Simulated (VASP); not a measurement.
BN:

```
B N
1.0
     0.00000    1.92791    1.92791
     1.92791    0.00000    1.92791
     1.92791    1.92791    0.00000
B N
1 1
Direct
  0.00000 0.00000 0.00000
  0.75000 0.75000 0.75000
```

- Program: VASP 6.6.1
- Task: relaxation of cell and atoms
- Functional: PBE
- Potentials or basis: VASP PAW PBE potentials, release 64 (B, N)
- Cutoff: 600 eV
- k mesh: 8 × 8 × 8
- Occupations: gaussian, width 0.1 eV
- Spin: no spin polarisation

At the start: pressure -49.0 GPa; volume 7.17 Å³/atom.

Question: How do energy, volume and symmetry change on relaxing?

Answer: Over 4 steps the energy falls by 215.5 meV/atom and the volume is 5.95 Å³/atom (-16.9 %); space group F-43m (No. 216, to 0.05 Å).

The path:
| step | energy change (eV) | largest force (eV/Å) | pressure (GPa) | volume (Å³) |
| --- | --- | --- | --- | --- |
| 1 | 0.0000 | 0.0000 | -49.03 | 14.33 |
| 2 | -0.0907 | 0.0000 | 73.95 | 10.25 |
| 3 | -0.4308 | 0.0000 | -1.45 | 11.95 |
| 4 | -0.4310 | 0.0000 | -0.05 | 11.91 |

Final structure:
```
CELL_PARAMETERS angstrom
0.00000 1.81234 1.81234
1.81234 0.00000 1.81234
1.81234 1.81234 0.00000
ATOMIC_POSITIONS crystal
B 0.00000 0.00000 0.00000
N 0.75000 0.75000 0.75000
```

Caveat: the volume moved by over 15 % at a fixed basis, so the end points are rough.
